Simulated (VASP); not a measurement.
Write the native input for VASP 6.6.1 that does the following.

```yaml
Task: single point
Functional: PBE
Potentials_or_basis: VASP PAW PBE potentials, release 64 (Ta_pv, Ir, Pt, Au)
Cutoff: 520 eV
k_mesh: 8 × 8 × 4
Occupations: gaussian, width 0.1 eV
Spin: no spin polarisation
Dipole_correction: no
Further_INCAR_settings: ALGO = Fast; EDIFF = 1e-06; NBANDS = 45
```

The structure of TaIr2PtAu3 lies in POSCAR:

```
TaIr2PtAu3
1.0
    3.7792937718      0.0000000000      0.0000000000
    0.0000000000      3.7792937718      0.0000000000
    0.0000000000      0.0000000000      7.7253349089
Ta Ir Pt Au
1 2 1 3
Direct
    0.0000000000      0.0000000000      0.9170332094
    0.5000000000      0.0000000000      0.1273017060
    0.0000000000      0.5000000000      0.1273017060
    0.5000000000      0.5000000000      0.3838403366
    0.0000000000      0.0000000000      0.3968694481
    0.5000000000      0.0000000000      0.6657151270
    0.0000000000      0.5000000000      0.6657151270
```

One way to write it, as run:

INCAR

```
SYSTEM = TaIr2PtAu3
PREC = Accurate
ENCUT = 520
EDIFF = 1E-6
ISMEAR = 0
SIGMA = 0.1
LREAL = .FALSE.
LASPH = .TRUE.
NELM = 60
ALGO = Fast
ISIF = 2
LWAVE = .FALSE.
LCHARG = .FALSE.
GGA = PE
NBANDS = 45
```

KPOINTS

```
regular mesh
0
G
  8 8 4
  0 0 0
```

Potentials or basis: VASP PAW PBE potentials, release 64 (Ta_pv, Ir, Pt, Au).

Launch:

```bash
$ cat potpaw_PBE.64/Ta_pv/POTCAR potpaw_PBE.64/Ir/POTCAR potpaw_PBE.64/Pt/POTCAR potpaw_PBE.64/Au/POTCAR > POTCAR
$ mpirun -np 1 vasp_std > vasp.out
```

Results of the run:

| Quantity | Value |
| --- | --- |
| Pressure | 31.6 GPa |
| Largest force | 0.082 eV/Å |
| Band gap on the k mesh | zero (bands 36 and 37 overlap by 2.39 eV) |

Caveat: the cell stands under pressure; spin-orbit coupling is left out, which moves the levels of the heavy elements.

Wall time 9.4 min on 1 thread of Intel Xeon 8259CL, with other jobs on the host, peak memory 0.37 GiB.
